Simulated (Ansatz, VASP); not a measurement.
**CoSi2 in VASP and in Ansatz**

```
CELL_PARAMETERS angstrom
-2.67994 -2.67994 0.00000
2.67994 -2.67994 0.00000
0.00000 0.00000 10.71976
ATOMIC_POSITIONS crystal
Co 0.50000 0.50000 0.25000
Co 0.00000 0.00000 0.50000
Co 0.50000 0.50000 0.75000
Co 0.00000 0.00000 0.00000
Si 0.50000 0.00000 0.12500
Si 0.00000 0.50000 0.37500
Si 0.50000 0.00000 0.62500
Si 0.00000 0.50000 0.87500
Si 0.50000 0.00000 0.37500
Si 0.00000 0.50000 0.62500
Si 0.50000 0.00000 0.87500
Si 0.00000 0.50000 0.12500
```

Alike in both runs: task single point; functional PBE; k mesh 12 × 12 × 5; occupations gaussian, width 0.15 eV; no spin polarisation.

```csv
,VASP,Ansatz
version,VASP 6.6.1,Ansatz 0.2.0
potentials or method,"VASP PAW PBE potentials, release 64 (Co, Si), cutoff 520 eV","scalar-relativistic, plane waves, PAW"
valence electrons in the cell,68,100
```

|  | VASP | Ansatz | Ansatz less VASP |
| --- | --- | --- | --- |
| gap on the k mesh at the Fermi level (eV) | none | none | - |
| pressure (GPa) | -0.1 | 0.0 | +0.13 |

A gap of «none» marks a metal or a gap that the smearing closes. VASP's potentials hold 68 valence electrons a cell and Ansatz's 100, so a difference there can come from the potentials and not from the codes.
